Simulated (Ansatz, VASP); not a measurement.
BiN: VASP beside Ansatz

```xyz
2
Lattice="0.0000 2.5731 2.5731 2.5731 0.0000 2.5731 2.5731 2.5731 0.0000" Properties=species:S:1:pos:R:3 pbc="T T T"
Bi    0.0000    0.0000    0.0000
N     2.5731    2.5731    2.5731
```

Change from the starting cell: species swapped into the HfC type (Fm-3m, No. 225).

Alike in both runs: functional PBE; k mesh 10 × 10 × 10; occupations gaussian, width 0.02 eV; no spin polarisation.

Ansatz relaxed the structure, and its values are those at the end. VASP's run is a single point on that final structure, the one shown.

|  | VASP | Ansatz |
| --- | --- | --- |
| version | VASP 6.6.1 | Ansatz 0.2.0 |
| potentials or method | VASP PAW PBE potentials, release 64 (Bi_d, N), cutoff 520 eV | scalar-relativistic, plane waves, PAW |
| valence electrons in the cell | 20 | 20 |

Ansatz gave:

```
gap on the k mesh at the Fermi level (eV) : 0.16
least direct gap on the mesh (eV)         : 0.16
pressure (GPa)                            : 0.0
```

Question: What did VASP give for the same quantities?

Answer: gap on the k mesh at the Fermi level (eV): 0.16; least direct gap on the mesh (eV): 0.16; pressure (GPa): 0.1.

The functional is the same, so the differences come from potentials, cutoffs and numerics.

Spin-orbit coupling is off throughout.
